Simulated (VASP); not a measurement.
# WSe2: single point with PBEsol

Crystal: WSe2.

```
CELL_PARAMETERS angstrom
3.22284 0.00000 0.00000
-1.61142 2.79106 0.00000
0.00000 0.00000 12.70523
ATOMIC_POSITIONS crystal
W 0.33333 0.66667 0.25000
W 0.66667 0.33333 0.75000
Se 0.33333 0.66667 0.62100
Se 0.66667 0.33333 0.12100
Se 0.33333 0.66667 0.87900
Se 0.66667 0.33333 0.37900
```

* Program: VASP 6.6.1
* Task: single point
* Functional: PBEsol
* Potentials or basis: VASP PAW PBE potentials, release 64 (W_sv, Se)
* Cutoff: 520 eV
* k mesh: 11 × 11 × 3
* Occupations: fermi-dirac, width 0.08 eV
* Spin: no spin polarisation
* Dipole correction: no
* Further INCAR settings: ALGO = Normal; EDIFF = 1e-06; NBANDS = 35

| Property | Result |
| --- | --- |
| Pressure | 9.1 GPa |
| Largest force | 1.050 eV/Å |
| Band gap on the k mesh | 0.85 eV (least direct gap 1.88 eV) |

Forces in eV/Å, atoms in the order of the input:
```
W    0.000  0.000  0.000
W    0.000  0.000  0.000
Se   0.000  0.000 -1.050
Se   0.000  0.000 -1.050
Se   0.000  0.000  1.050
Se   0.000  0.000  1.050
```

Stress tensor (GPa, compression positive):
```
 8.13  0.00  0.00
 0.00  8.13  0.00
 0.00  0.00 11.16
```

Levels at points of the mesh, in eV from the valence-band top:
```tsv
k point	band 24	band 25	band 26	band 27	band 28	band 29
(0.00, 0.00, 0.00)	-1.36	-1.08	0.00	2.77	2.77	2.82
```

Run time: 87 s on 1 thread of AMD EPYC 7R13 Processor (Zen 3), on a shared host, peak memory 0.25 GiB.

Caveat: the cell stands under pressure; the PAW data sets were made with another functional, which shifts forces and pressure a little; spin-orbit coupling is left out, which moves the levels of the heavy elements; an odd mesh through Γ misses points on the zone boundary, where band edges can lie; this functional lacks dispersion, which binds the layers, so the pressure and a relaxed spacing across them are unreliable.
